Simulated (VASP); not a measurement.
Here is a VASP 6.6.1 calculation.

Contents of INCAR:

```
ALGO     = Normal         # electronic algorithm
EDIFF    = 1E-6           # SCF threshold, eV
ENCUT    = 500            # plane-wave cutoff, eV
GGA_COMPAT= False        
ISIF     = 2              # what is computed and relaxed
ISMEAR   = -1             # smearing method
LASPH    = True           # aspherical terms in the spheres
LCHARG   = True           # write CHGCAR
LELF     = True           # ELF
LREAL    = False          # projectors in reciprocal space
LVHAR    = True         
LWAVE    = False          # write WAVECAR
NBANDS   = 13             # bands
NELM     = 120            # most SCF steps
PREC     = Accurate       # precision mode
SIGMA    = 0.1            # smearing width, eV
```

The input KPOINTS:

```
k-points
0
Gamma
  5 5 5
```

The input POSCAR:

```
Pb
1.0
    4.3607840000      0.0000000000      0.0000000000
    0.0000000000      4.3607840000      0.0000000000
    0.0000000000      0.0000000000      4.3607840000
Pb
1
Direct
    0.5000000000      0.5000000000      0.5000000000
```

Potentials or basis: VASP PAW LDA potentials, release 64 (Pb_d).

Run with:

```bash
$ cat potpaw_LDA.64/Pb_d/POTCAR > POTCAR
$ mpirun -np 1 vasp_std > vasp.out
```

Task: Estimate the band gap on the k mesh.

Result: Zero (bands 7 and 8 overlap by 2.31 eV).

Task: Estimate the pressure.

Result: -4.6 GPa.

Caveat: the cell stands under tension; spin-orbit coupling is left out, which moves the levels of the heavy elements.
